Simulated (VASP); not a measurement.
# MoS2 (P6_3/mmc) in VASP: a series of runs, part 2 of 2

VASP 6.6.1.

### 3 Single point, PBEsol

This run uses another cell than the first one, of the same volume but with other edges.

Contents of INCAR:

```
SYSTEM = MoS2
PREC = Accurate
ENCUT = 520
EDIFF = 1E-7
ISMEAR = 1
SIGMA = 0.177
LREAL = .FALSE.
LASPH = .TRUE.
NELM = 80
ALGO = Normal
ISIF = 2
LWAVE = .FALSE.
LCHARG = .TRUE.
GGA = PS
LELF = .TRUE.
LVHAR = .TRUE.
NBANDS = 35
```

Contents of KPOINTS:

```
Automatic mesh
0
G
  12 12 2
  0 0 0
```

Contents of POSCAR:

```
MoS2
1.0
    3.0474000000      0.0000000000      0.0000000000
   -1.5237000000      2.6391258155      0.0000000000
    0.0000000000      0.0000000000     12.9474000000
Mo S
2 4
Direct
    0.3333333333      0.6666666667      0.2500000000
    0.6666666667      0.3333333333      0.7500000000
    0.3333333333      0.6666666667      0.6259932117
    0.6666666667      0.3333333333      0.1259932117
    0.3333333333      0.6666666667      0.8740067883
    0.6666666667      0.3333333333      0.3740067883
```

Potentials or basis: VASP PAW PBE potentials, release 64 (Mo_sv, S).

Command:

```
cat potpaw_PBE.64/Mo_sv/POTCAR potpaw_PBE.64/S/POTCAR > POTCAR
mpirun -np 1 vasp_std > vasp.out
```

OUTCAR:

```text
SYSTEM = MoS2
   PREC = Accurate
   ENCUT = 520
   EDIFF = 1E-7
   ISMEAR = 1
   LREAL = .FALSE.
   LASPH = .TRUE.
   NELM = 80
   ISIF = 2
   GGA = PS

 ion  position               nearest neighbor table
   1  0.333  0.667  0.250-   4 2.38   6 2.38   4 2.38   6 2.38   4 2.38   6 2.38
   2  0.667  0.333  0.750-   3 2.38   5 2.38   3 2.38   5 2.38   3 2.38   5 2.38
   3  0.333  0.667  0.626-   2 2.38   2 2.38   2 2.38
   4  0.667  0.333  0.126-   1 2.38   1 2.38   1 2.38
   5  0.333  0.667  0.874-   2 2.38   2 2.38   2 2.38
   6  0.667  0.333  0.374-   1 2.38   1 2.38   1 2.38

  LATTYP: Found a hexagonal cell.
 ALAT       =     3.0474000000
 C/A-ratio  =     4.2486709982

  Lattice vectors:

 A1 = (   3.0474000000,   0.0000000000,   0.0000000000)
 A2 = (  -1.5237000000,   2.6391258155,   0.0000000000)
 A3 = (   0.0000000000,   0.0000000000,  12.9474000000)

Analysis of symmetry for initial positions (statically):
=====================================================================
 Subroutine PRICEL returns:
 Original cell was already a primitive cell.

 Routine SETGRP: Setting up the symmetry group for a
 hexagonal supercell.

 Subroutine GETGRP returns: Found 24 space group operations
 (whereof 12 operations were pure point group operations)
 out of a pool of 24 trial point group operations.

The static configuration has the point symmetry D_3d.
 The point group associated with its full space group is D_6h.

Analysis of symmetry for dynamics (positions and initial velocities):
=====================================================================
 Subroutine PRICEL returns:
 Original cell was already a primitive cell.

 Routine SETGRP: Setting up the symmetry group for a
 hexagonal supercell.

 Subroutine GETGRP returns: Found 24 space group operations
 (whereof 12 operations were pure point group operations)
 out of a pool of 24 trial point group operations.

[... 131 lines left out ...]
  Fermi-wavevector in a.u.,A,eV,Ry     =   1.298829  2.454431 22.952433  1.686956
  Thomas-Fermi vector in A             =   2.430132
   LORBIT       =      0    0 simple, 1 ext, 2 COOP (PROOUT), +10 PAW based schemes
   GGA     = PS    functional components
   LHFCALC =     F    Hartree Fock is set to
   AEXX    =    0.0000 exact exchange contribution
   IVDW    =     0    specifies the selected vdW correction
   LEPSILON=     F    determine dielectric tensor
   LRPA    =     F    only Hartree local field effects (RPA)
 non-spin polarized calculation
 Methfessel and Paxton  Order N= 1 SIGMA  =   0.18
  energy-cutoff  :      520.00
  volume of cell :      104.13
 maximum number of plane-waves:      2833
 NGX is ok and might be reduce to    24

 number of electron      52.0000001 magnetization

 Free energy of the ion-electron system (eV)
  ---------------------------------------------------
  ext. energy  EPLUGINS =         0.00000000
  ---------------------------------------------------
  free energy    TOTEN  =       -46.71963261 eV

  energy without entropy =      -46.72218391  energy(sigma->0) =      -46.72048304

 E-fermi :   7.2344     XC(G=0): -11.0664

 val. band max:        7.2103580528   @ k =   0.0000   0.0000   0.0000
 cond. band min:       8.4504716577   @ k =   0.1667   0.1667   0.0000
 fundamental gap:      1.2401136049
 Fermi energy:         7.2344264600

 k-point     1 :       0.0000    0.0000    0.0000
  band No.  band energies     occupation
      1     -53.5473      2.00000
      2     -53.5473      2.00000
      3     -27.8232      2.00000
      4     -27.8231      2.00000
      5     -27.4203      2.00000
      6     -27.4203      2.00000
[... 901 lines left out ...]
     34      11.4661      0.00000
     35      14.4874      0.00000

 [... further k-points ...]

------------------------ aborting loop because EDIFF is reached ----------------------------------------

  FORCE on cell =-STRESS in cart. coord.  units (eV):
  Direction    XX          YY          ZZ          XY          YZ          ZX
  --------------------------------------------------------------------------------------
  -------------------------------------------------------------------------------------
  Total        5.3273886      5.3273886     -1.7119947      0.0000000      0.0000000     -0.0000000
  in kB       81.9696038     81.9696038    -26.3415224      0.0000000      0.0000000     -0.0000000
  external PRESSURE =      45.8658951 kB  Pullay stress =       0.0000000 kB

 VOLUME and BASIS-vectors are now :
 -----------------------------------------------------------------------------
  energy-cutoff  :      520.00
  volume of cell :      104.13
      direct lattice vectors                 reciprocal lattice vectors
     3.047400000  0.000000000  0.000000000     0.328148586  0.189456674  0.000000000
    -1.523700000  2.639125815  0.000000000     0.000000000  0.378913349  0.000000000
     0.000000000  0.000000000 12.947400000     0.000000000  0.000000000  0.077235584

 POSITION                                       TOTAL-FORCE (eV/Angst)
 -----------------------------------------------------------------------------------
     -0.00000      1.75942      3.23685        -0.000000     -0.000000      0.000000
      1.52370      0.87971      9.71055         0.000000      0.000000      0.000000
     -0.00000      1.75942      8.10498         0.000000     -0.000000      0.235854
      1.52370      0.87971      1.63128        -0.000000      0.000000      0.235854
     -0.00000      1.75942     11.31612        -0.000000     -0.000000     -0.235854
      1.52370      0.87971      4.84242         0.000000      0.000000     -0.235854
 -----------------------------------------------------------------------------------
    total drift:                               -0.000000      0.000000     -0.000000

  FREE ENERGIE OF THE ION-ELECTRON SYSTEM (eV)
  ---------------------------------------------------
  free  energy   TOTEN  =       -46.7196326084 eV

  energy  without entropy=      -46.7221839104  energy(sigma->0) =      -46.72048304
```

OSZICAR:

```text
N       E                     dE             d eps       ncg     rms          rms(c)
DAV:   1     0.448300567099E+03    0.44830E+03   -0.29434E+04  2924   0.142E+03
DAV:   2    -0.269303288884E+02   -0.47523E+03   -0.46023E+03  3270   0.371E+02
DAV:   3    -0.489757931728E+02   -0.22045E+02   -0.21654E+02  3225   0.733E+01
DAV:   4    -0.493972360413E+02   -0.42144E+00   -0.42044E+00  3148   0.104E+01
DAV:   5    -0.494053771851E+02   -0.81411E-02   -0.81396E-02  3188   0.144E+00    0.390E+01
DAV:   6    -0.473857486014E+02    0.20196E+01   -0.97101E+00  2905   0.204E+01    0.128E+01
DAV:   7    -0.471472490010E+02    0.23850E+00   -0.55229E+00  2862   0.135E+01    0.875E+00
DAV:   8    -0.467196485092E+02    0.42760E+00   -0.10106E+00  2869   0.671E+00    0.324E+00
DAV:   9    -0.467301649534E+02   -0.10516E-01   -0.11977E-01  3075   0.168E+00    0.155E+00
DAV:  10    -0.467197492903E+02    0.10416E-01   -0.44140E-02  2952   0.138E+00    0.354E-01
DAV:  11    -0.467197416630E+02    0.76273E-05   -0.24394E-03  2884   0.290E-01    0.137E-01
DAV:  12    -0.467196406447E+02    0.10102E-03   -0.22914E-04  3006   0.753E-02    0.979E-02
DAV:  13    -0.467196351448E+02    0.54999E-05   -0.23900E-04  2979   0.736E-02    0.190E-02
DAV:  14    -0.467196325924E+02    0.25524E-05   -0.19279E-05  2870   0.245E-02    0.251E-02
DAV:  15    -0.467196328513E+02   -0.25888E-06   -0.20402E-06  2842   0.602E-03    0.120E-02
DAV:  16    -0.467196326720E+02    0.17923E-06   -0.14367E-06  3180   0.760E-03    0.538E-03
DAV:  17    -0.467196326084E+02    0.63582E-07   -0.12658E-07  1677   0.226E-03
   1 F= -.46719633E+02 E0= -.46720483E+02  d E =0.255130E-02
```

stdout:

```text
POSCAR found type information on POSCAR MoS
 POSCAR found :  2 types and       6 ions
 scaLAPACK will be used
 -----------------------------------------------------------------------------
|                                                                             |
|                                                                             |
|     You enforced a specific xc type in the INCAR file but a different       |
|     I HOPE YOU KNOW WHAT YOU ARE DOING!                                     |
|                                                                             |
 -----------------------------------------------------------------------------

 LDA part: xc-table for (Slater+PW92), standard interpolation
 POSCAR, INCAR and KPOINTS ok, starting setup
 FFT: planning ... GRIDC
 FFT: planning ... GRID_SOFT
 FFT: planning ... GRID
 WAVECAR not read
 entering main loop
```

It took 89 s on 1 thread of Intel Xeon Platinum 8488C (Sapphire Rapids), shared host; peak memory 0.27 GiB.

What came out:

| Item | Value |
| --- | --- |
| Free energy | -46.7196 eV |
| Pressure | 4.6 GPa |
| Largest force | 0.236 eV/Å |
| Band gap on the k mesh | 1.24 eV, indirect (least direct gap 2.14 eV) |

Forces on the atoms (eV/Å):
```
Mo   0.000  0.000  0.000
Mo   0.000  0.000  0.000
S    0.000  0.000  0.236
S    0.000  0.000  0.236
S    0.000  0.000 -0.236
S    0.000  0.000 -0.236
```

Caveat: the PAW data sets were made with another functional, which shifts forces and pressure a little; this functional lacks dispersion, which binds the layers, so the pressure and a relaxed spacing across them are unreliable. A k mesh can miss the band edges.
